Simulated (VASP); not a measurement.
# ZnS (I-4m2) in VASP: a series of runs

The runs below take ZnS through single point, with PBE.

Everything below comes from runs of VASP 6.6.1. Logs are shortened: lines on timing, memory, paths and dates and some standing lists are left out, and cuts for length are marked.

### 1 The cell of the first run

It takes space group I-4m2 (No. 119, tetragonal). Conventional cell: a = 3.836 Å, b = 3.836 Å, c = 5.497 Å, α = 90.00°, β = 90.00°, γ = 90.00°. Within 3.1 Å of Zn (site symmetry -4m2) lie 4 S at 2.36 Å. S (site symmetry -4m2) has 4 Zn at 2.36 Å within 3.1 Å.

### 2 Single point, PBE (uniaxial strain along c: +1.0 %, then relaxed in part)

Input file INCAR:

```
SYSTEM = ZnS
ALGO = Normal ; EDIFF = 1E-6
ENCUT = 520 ; GGA = PE
ISIF = 2 ; ISMEAR = 0
LASPH = .TRUE. ; LCHARG = .FALSE.
LREAL = .FALSE. ; LWAVE = .FALSE.
NBANDS = 26 ; NELM = 100
PREC = Accurate ; SIGMA = 0.02
```

Input file KPOINTS:

```
k-points
0
G
  8 8 6
  0 0 0
```

Input file POSCAR:

```
ZnS
1.0
    2.7122092039      2.7122092039      0.0000000000
   -2.7122092039      2.7122092039      0.0000000000
    0.0000000000      0.0000000000      5.4967318317
Zn S
2 2
Direct
    0.0000000000      0.0000000000      0.0000000000
    0.5000000000      0.5000000000      0.5000000000
    0.5000000000      0.0000000000      0.7500000000
    0.0000000000      0.5000000000      0.2500000000
```

Potentials or basis: VASP PAW PBE potentials, release 64 (Zn, S).

The run is started by

```
cat potpaw_PBE.64/Zn/POTCAR potpaw_PBE.64/S/POTCAR > POTCAR
mpirun -np 1 vasp_std > vasp.out
```

OUTCAR:

```text
SYSTEM = ZnS
   EDIFF = 1E-6
   ENCUT = 520
   GGA = PE
   ISIF = 2
   ISMEAR = 0
   LASPH = .TRUE.
   LREAL = .FALSE.
   NELM = 100
   PREC = Accurate

 ion  position               nearest neighbor table
   1  0.000  0.000  0.000-   3 2.36   4 2.36   4 2.36   3 2.36
   2  0.500  0.500  0.500-   3 2.36   4 2.36   3 2.36   4 2.36
   3  0.500  0.000  0.750-   1 2.36   2 2.36   2 2.36   1 2.36
   4  0.000  0.500  0.250-   1 2.36   2 2.36   1 2.36   2 2.36

  LATTYP: Found a simple tetragonal cell.
 ALAT       =     3.8356430401
 C/A-ratio  =     1.4330665743

  Lattice vectors:

 A1 = (   2.7122092039,   2.7122092039,   0.0000000000)
 A2 = (  -2.7122092039,   2.7122092039,   0.0000000000)
 A3 = (   0.0000000000,   0.0000000000,   5.4967318317)

Analysis of symmetry for initial positions (statically):
=====================================================================
 Subroutine PRICEL returns following result:

  LATTYP: Found a body centered tetragonal cell.
 ALAT       =     3.8356430401
 C/A-ratio  =     1.4330665743

  Lattice vectors:

 A1 = (   2.7122092039,   0.0000000000,  -2.7483659159)
 A2 = (  -2.7122092039,   0.0000000000,  -2.7483659159)
 A3 = (   0.0000000000,   2.7122092039,   2.7483659159)

   2 primitive cells build up your supercell.

 Routine SETGRP: Setting up the symmetry group for a
 simple tetragonal supercell.

 Subroutine GETGRP returns: Found  8 space group operations
 (whereof  8 operations were pure point group operations)
 out of a pool of 16 trial point group operations.

The static configuration has the point symmetry D_2d.

Analysis of symmetry for dynamics (positions and initial velocities):
=====================================================================
 Subroutine PRICEL returns following result:

  LATTYP: Found a body centered tetragonal cell.
 ALAT       =     3.8356430401
 C/A-ratio  =     1.4330665743

  Lattice vectors:

 A1 = (   2.7122092039,   0.0000000000,  -2.7483659159)
 A2 = (  -2.7122092039,   0.0000000000,  -2.7483659159)
 A3 = (   0.0000000000,   2.7122092039,   2.7483659159)

   2 primitive cells build up your supercell.

 Routine SETGRP: Setting up the symmetry group for a
 simple tetragonal supercell.

 Subroutine GETGRP returns: Found  8 space group operations
 (whereof  8 operations were pure point group operations)
 out of a pool of 16 trial point group operations.

The dynamic configuration has the point symmetry D_2d.

 Subroutine INISYM returns: Found  8 space group operations
 (whereof  8 operations are pure point group operations),
 and found     2 'primitive' translations

----------------------------------------------------------------------------------------

                                     Primitive cell

  volume of cell :      40.4344

  direct lattice vectors                    reciprocal lattice vectors
     2.712209204  0.000000000 -2.748365916     0.184351561  0.184351561 -0.181926285
    -2.712209204  0.000000000 -2.748365916    -0.184351561  0.184351561 -0.181926285
     0.000000000  2.712209204  2.748365916     0.000000000  0.368703122  0.000000000

  length of vectors
     3.861294339  3.861294339  3.861294339     0.317912203  0.317912203  0.368703122

  position of ions in fractional coordinates (direct lattice)
     0.000000000  0.000000000  0.000000000
     0.750000000  0.250000000  0.500000000

  ion indices of the primitive-cell ions
   primitive index   ion index
                 1           1
                 2           3

----------------------------------------------------------------------------------------

 KPOINTS: k-points

Automatic generation of k-mesh.
 Grid dimensions read from file:
 generate k-points for:    8    8    6

 Generating k-lattice:

  Cartesian coordinates                     Fractional coordinates (reciprocal lattice)
     0.023043945  0.023043945  0.000000000     0.125000000  0.000000000  0.000000000
    -0.023043945  0.023043945  0.000000000     0.000000000  0.125000000  0.000000000
     0.000000000  0.000000000  0.030321047     0.000000000  0.000000000  0.166666667

  Length of vectors
     0.032589060  0.032589060  0.030321047

  Shift w.r.t. Gamma in fractional coordinates (k-lattice)
     0.000000000  0.000000000  0.000000000

 Subroutine IBZKPT returns following result:
 ===========================================

 Found     60 irreducible k-points:

 Following reciprocal coordinates:
            Coordinates               Weight
  0.000000  0.000000  0.000000      1.000000
  0.125000  0.000000  0.000000      4.000000
  0.250000  0.000000  0.000000      4.000000
  0.375000  0.000000  0.000000      4.000000
  0.500000  0.000000  0.000000      2.000000
  0.125000  0.125000  0.000000      4.000000
[... 16 lines left out ...]
  0.375000  0.125000  0.166667     16.000000
  0.500000  0.125000  0.166667      8.000000
 [... further k-points ...]
[... 72 lines left out ...]
 Fermi energy:         2.0150418540

 k-point     1 :       0.0000    0.0000    0.0000
  band No.  band energies     occupation
      1     -11.0911      2.00000
      2      -9.9268      2.00000
      3      -4.3696      2.00000
      4      -4.3682      2.00000
      5      -4.3604      2.00000
      6      -4.3604      2.00000
[... 18 lines left out ...]
     25      12.5923      0.00000
     26      13.4873      0.00000

 k-point     2 :       0.1250    0.0000    0.0000
  band No.  band energies     occupation
      1     -11.0151      2.00000
      2      -9.9253      2.00000
      3      -4.3628      2.00000
      4      -4.3495      2.00000
      5      -4.3486      2.00000
      6      -4.3334      2.00000
[... 18 lines left out ...]
     25      12.0003      0.00000
     26      12.8668      0.00000

 k-point     3 :       0.2500    0.0000    0.0000
  band No.  band energies     occupation
      1     -10.8051      2.00000
      2      -9.9428      2.00000
      3      -4.3515      2.00000
      4      -4.3155      2.00000
      5      -4.3050      2.00000
      6      -4.2760      2.00000
[... 18 lines left out ...]
     25      11.1607      0.00000
     26      11.6224      0.00000

 k-point     4 :       0.3750    0.0000    0.0000
  band No.  band energies     occupation
      1     -10.5156      2.00000
      2     -10.0319      2.00000
      3      -4.2864      2.00000
      4      -4.2675      2.00000
      5      -4.2532      2.00000
      6      -4.2507      2.00000
[... 18 lines left out ...]
     25      10.1937      0.00000
     26      10.5711      0.00000

 k-point     5 :       0.5000    0.0000    0.0000
  band No.  band energies     occupation
      1     -10.2310      2.00000
      2     -10.2310      2.00000
      3      -4.2483      2.00000
      4      -4.2483      2.00000
      5      -4.2109      2.00000
      6      -4.2109      2.00000
[... 18 lines left out ...]
     25       9.7851      0.00000
     26       9.7851      0.00000

 k-point     6 :       0.1250    0.1250    0.0000
  band No.  band energies     occupation
      1     -10.9409      2.00000
      2      -9.9207      2.00000
      3      -4.3771      2.00000
      4      -4.3316      2.00000
      5      -4.3230      2.00000
      6      -4.3007      2.00000
[... 427 lines left out ...]
 k-point    21 :       0.1250    0.1250    0.1667
  band No.  band energies     occupation
      1     -10.8807      2.00000
      2      -9.9987      2.00000
      3      -4.3623      2.00000
      4      -4.3294      2.00000
      5      -4.3129      2.00000
      6      -4.3031      2.00000
[... 18 lines left out ...]
     25      10.3955      0.00000
     26      12.1695      0.00000

 k-point    22 :       0.2500    0.1250    0.1667
  band No.  band energies     occupation
      1     -10.6860      2.00000
      2      -9.9867      2.00000
      3      -4.3551      2.00000
      4      -4.2835      2.00000
      5      -4.2739      2.00000
      6      -4.2515      2.00000
[... 18 lines left out ...]
     25       9.5810      0.00000
     26      11.5761      0.00000

 k-point    23 :       0.3750    0.1250    0.1667
  band No.  band energies     occupation
      1     -10.4246      2.00000
      2     -10.0314      2.00000
      3      -4.3094      2.00000
      4      -4.2394      2.00000
      5      -4.2379      2.00000
      6      -4.1987      2.00000
[... 18 lines left out ...]
     25       9.7815      0.00000
     26      11.1719      0.00000

 k-point    24 :       0.5000    0.1250    0.1667
  band No.  band energies     occupation
      1     -10.1815      2.00000
      2     -10.1815      2.00000
      3      -4.2545      2.00000
      4      -4.2545      2.00000
      5      -4.2072      2.00000
      6      -4.2072      2.00000
[... 18 lines left out ...]
     25      10.3873      0.00000
     26      10.3873      0.00000

 [... further k-points ...]

------------------------ aborting loop because EDIFF is reached ----------------------------------------

  FORCE on cell =-STRESS in cart. coord.  units (eV):
  Direction    XX          YY          ZZ          XY          YZ          ZX
  --------------------------------------------------------------------------------------
  -------------------------------------------------------------------------------------
  Total        0.0676504      0.0676504     -0.2098176      0.0000000      0.0000000      0.0000000
  in kB        1.3402945      1.3402945     -4.1569196      0.0000000      0.0000000      0.0000000
  external PRESSURE =      -0.4921102 kB  Pullay stress =       0.0000000 kB

 VOLUME and BASIS-vectors are now :
 -----------------------------------------------------------------------------
  energy-cutoff  :      520.00
  volume of cell :       80.87
      direct lattice vectors                 reciprocal lattice vectors
     2.712209204  2.712209204  0.000000000     0.184351561  0.184351561  0.000000000
    -2.712209204  2.712209204  0.000000000    -0.184351561  0.184351561  0.000000000
     0.000000000  0.000000000  5.496731832     0.000000000  0.000000000  0.181926285

 POSITION                                       TOTAL-FORCE (eV/Angst)
 -----------------------------------------------------------------------------------
      0.00000      0.00000      0.00000        -0.000000      0.000000     -0.000000
      0.00000      2.71221      2.74837        -0.000000     -0.000000      0.000000
      1.35610      1.35610      4.12255         0.000000      0.000000     -0.000000
     -1.35610      1.35610      1.37418         0.000000      0.000000     -0.000000
 -----------------------------------------------------------------------------------
    total drift:                               -0.000000      0.000000      0.000000

  FREE ENERGIE OF THE ION-ELECTRON SYSTEM (eV)
  ---------------------------------------------------
  free  energy   TOTEN  =       -13.7039023889 eV

  energy  without entropy=      -13.7039023889  energy(sigma->0) =      -13.70390239
```

It took 2.6 min on 1 thread of AMD EPYC 7R43 (Zen 3), shared host; peak memory 0.21 GiB.

Results:

| Property | Result |
| --- | --- |
| Free energy | -13.7039 eV |
| Pressure | 0.0 GPa |
| Band gap on the k mesh | 1.99 eV |

Stress tensor (GPa, compression positive):
```
 0.13  0.00  0.00
 0.00  0.13  0.00
 0.00  0.00 -0.42
```

Levels at points of the mesh, in eV from the valence-band top:
```csv
k point,band 16,band 17,band 18,band 19,band 20,band 21
"(0.00, 0.00, 0.00)",-0.05,0.00,0.00,1.99,3.49,4.14
"(0.50, 0.00, 0.00)",-2.47,-0.84,-0.84,4.79,4.79,6.65
"(0.50, 0.50, 0.00)",-2.18,-2.16,-2.16,3.43,3.43,4.02
"(0.00, 0.00, 0.50)",-1.17,-1.17,-1.17,4.41,4.41,4.62
"(0.50, 0.00, 0.50)",-0.88,-0.81,-0.81,3.24,3.24,6.87
"(0.50, 0.50, 0.50)",-2.65,-2.64,-2.64,5.64,5.64,5.85
```

Caveat: the cell differs from its parent crystal (uniaxial strain along c: +1.0 %, then relaxed in part).

### 3 Single point, PBE (uniaxial strain along c: +1.0 %)

Input file INCAR:

```
SYSTEM = ZnS
ALGO = Normal ; EDIFF = 1E-6
ENCUT = 520 ; GGA = PE
ISIF = 2 ; ISMEAR = 0
LASPH = .True. ; LCHARG = .False.
LREAL = .False. ; LWAVE = .False.
NBANDS = 26 ; NELM = 80
PREC = Accurate ; SIGMA = 0.02
```

Input file KPOINTS:

```
k-points
0
Gamma
  8 8 6
  0 0 0
```

Changes to POSCAR since step 2:

```diff
@@ -2,4 +2,4 @@
 1.0
-    2.7122092039      2.7122092039      0.0000000000
-   -2.7122092039      2.7122092039      0.0000000000
+    2.7143514862      2.7143514862      0.0000000000
+   -2.7143514862      2.7143514862      0.0000000000
     0.0000000000      0.0000000000      5.4967318317
```

Potentials or basis: VASP PAW PBE potentials, release 64 (Zn, S).

The run is started by

```
cat potpaw_PBE.64/Zn/POTCAR potpaw_PBE.64/S/POTCAR > POTCAR
mpirun -np 1 vasp_std > vasp.out
```

Run time: 2.3 min. Hardware: 1 thread of AMD EPYC 7R43 (Zen 3), shared host; peak memory 0.2 GiB.

Results (log left out):

```yaml
Free_energy: -13.7040 eV
Pressure: -0.2 GPa
Band_gap_on_the_k_mesh: 1.99 eV
```

Stress tensor (GPa, compression positive):
```
 0.02  0.00  0.00
 0.00  0.02  0.00
 0.00  0.00 -0.50
```

Levels at points of the mesh, in eV from the valence-band top:
| k point | band 16 | band 17 | band 18 | band 19 | band 20 | band 21 |
| --- | --- | --- | --- | --- | --- | --- |
| (0.00, 0.00, 0.00) | -0.04 | 0.00 | 0.00 | 1.99 | 3.49 | 4.14 |
| (0.50, 0.00, 0.00) | -2.46 | -0.84 | -0.84 | 4.78 | 4.78 | 6.65 |
| (0.50, 0.50, 0.00) | -2.17 | -2.15 | -2.15 | 3.43 | 3.43 | 4.02 |
| (0.00, 0.00, 0.50) | -1.17 | -1.17 | -1.17 | 4.40 | 4.40 | 4.62 |
| (0.50, 0.00, 0.50) | -0.88 | -0.81 | -0.81 | 3.24 | 3.24 | 6.88 |
| (0.50, 0.50, 0.50) | -2.64 | -2.63 | -2.63 | 5.65 | 5.65 | 5.85 |

Caveat: the cell differs from its parent crystal (uniaxial strain along c: +1.0 %).

### 4 Single point, PBE

Input file INCAR:

```
  PREC = Accurate
  ENCUT = 520
  EDIFF = 1E-7
  ISMEAR = 0
  SIGMA = 0.02
  LREAL = F
  LASPH = T
  NELM = 100
  ALGO = Normal
  ISIF = 2
  LWAVE = F
  LCHARG = T
  GGA = PE
  LELF = T
  LVHAR = T
  NBANDS = 26
```

Input file KPOINTS:

```
Automatic mesh
0
Gamma
  8 8 6
```

Changes to POSCAR since step 3:

```diff
@@ -2,4 +2,4 @@
 1.0
-    2.7143514862      2.7143514862      0.0000000000
-   -2.7143514862      2.7143514862      0.0000000000
+    2.7122092039      2.7122092039      0.0000000000
+   -2.7122092039      2.7122092039      0.0000000000
     0.0000000000      0.0000000000      5.4967318317
```

The run is started by

```
cat potpaw_PBE.64/Zn/POTCAR potpaw_PBE.64/S/POTCAR > POTCAR
mpirun -np 1 vasp_std > vasp.out
```

Wall time 2.9 min (1 thread of AMD EPYC 7R43 (Zen 3), shared host); peak memory 0.21 GiB.

It converged, with:

- Free energy: -13.7039 eV
- Pressure: 0.0 GPa
- Band gap on the k mesh: 1.99 eV

Stress tensor (GPa, compression positive):
```
 0.13  0.00  0.00
 0.00  0.13  0.00
 0.00  0.00 -0.42
```

Levels at points of the mesh, in eV from the valence-band top:
| k point | band 16 | band 17 | band 18 | band 19 | band 20 | band 21 |
| --- | --- | --- | --- | --- | --- | --- |
| (0.00, 0.00, 0.00) | -0.05 | 0.00 | 0.00 | 1.99 | 3.49 | 4.14 |
| (0.50, 0.00, 0.00) | -2.47 | -0.84 | -0.84 | 4.79 | 4.79 | 6.65 |
| (0.50, 0.50, 0.00) | -2.18 | -2.16 | -2.16 | 3.43 | 3.43 | 4.02 |
| (0.00, 0.00, 0.50) | -1.17 | -1.17 | -1.17 | 4.41 | 4.41 | 4.62 |
| (0.50, 0.00, 0.50) | -0.88 | -0.81 | -0.81 | 3.24 | 3.24 | 6.87 |
| (0.50, 0.50, 0.50) | -2.65 | -2.64 | -2.64 | 5.64 | 5.64 | 5.85 |

PBE gaps usually lie below the measured ones, often by a third to a half.

### 5 Single point, PBE (uniaxial strain along c: +2.0 %, then relaxed in part)

Input file INCAR:

```
ALGO     = Normal         # electronic algorithm
EDIFF    = 1E-6           # SCF threshold, eV
ENCUT    = 520            # plane-wave cutoff, eV
GGA      = PE             # functional
ISIF     = 2              # what is computed and relaxed
ISMEAR   = 0              # smearing method
LASPH    = True           # aspherical terms in the spheres
LCHARG   = True           # write CHGCAR
LELF     = True           # ELF
LREAL    = False          # projectors in reciprocal space
LVHAR    = True         
LWAVE    = False          # write WAVECAR
NBANDS   = 26             # bands
NELM     = 100            # most SCF steps
PREC     = Accurate       # precision mode
SIGMA    = 0.02           # smearing width, eV
```

Input file KPOINTS:

```
k-points
0
Gamma
  8 8 6
```

Input file POSCAR:

```
ZnS
1.0
    2.7025671467      2.7025671467      0.0000000000
   -2.7025671467      2.7025671467      0.0000000000
    0.0000000000      0.0000000000      5.5511549192
Zn S
2 2
Direct
    0.0000000000      0.0000000000      0.0000000000
    0.5000000000      0.5000000000      0.5000000000
    0.5000000000      0.0000000000      0.7500000000
    0.0000000000      0.5000000000      0.2500000000
```

The run is started by

```
cat potpaw_PBE.64/Zn/POTCAR potpaw_PBE.64/S/POTCAR > POTCAR
mpirun -np 1 vasp_std > vasp.out
```

Wall time 2.2 min (1 thread of AMD EPYC 7R43 (Zen 3), shared host); peak memory 0.2 GiB.

The run converged. Its results:

```
Free energy            : -13.7000 eV
Pressure               : -0.2 GPa
Band gap on the k mesh : 1.96 eV
```

Stress tensor (GPa, compression positive):
```
 0.13  0.00  0.00
 0.00  0.13  0.00
 0.00  0.00 -1.01
```

Levels at points of the mesh, in eV from the valence-band top:
```
           k point  band 16  band 17  band 18  band 19  band 20  band 21
(0.00, 0.00, 0.00)    -0.10     0.00     0.00     1.96     3.53     4.21
(0.50, 0.00, 0.00)    -2.51    -0.82    -0.82     4.80     4.80     6.65
(0.50, 0.50, 0.00)    -2.22    -2.17    -2.17     3.40     3.40     3.96
(0.00, 0.00, 0.50)    -1.15    -1.15    -1.15     4.37     4.37     4.66
(0.50, 0.00, 0.50)    -0.93    -0.79    -0.79     3.21     3.21     6.81
(0.50, 0.50, 0.50)    -2.66    -2.63    -2.63     5.58     5.58     5.77
```

Caveat: the cell differs from its parent crystal (uniaxial strain along c: +2.0 %, then relaxed in part).

### 6 Overview

```tsv
cell	gap on the mesh (eV)	pressure (GPa)
a = 3.836, b = 3.836, c = 5.497 Å, 4 atoms	1.99	0.0
a = 3.839, b = 3.839, c = 5.497 Å, 4 atoms	1.99	-0.2
a = 3.822, b = 3.822, c = 5.551 Å, 4 atoms	1.96	-0.2
```

Alike in all rows: task single point; level PBE; potentials or basis VASP PAW PBE potentials, release 64 (Zn, S); no spin polarisation; k mesh 8 × 8 × 6; cutoff (eV) 520; smearing gaussian 0.02 eV.

Absolute energies hang on the potentials; compare differences alone.
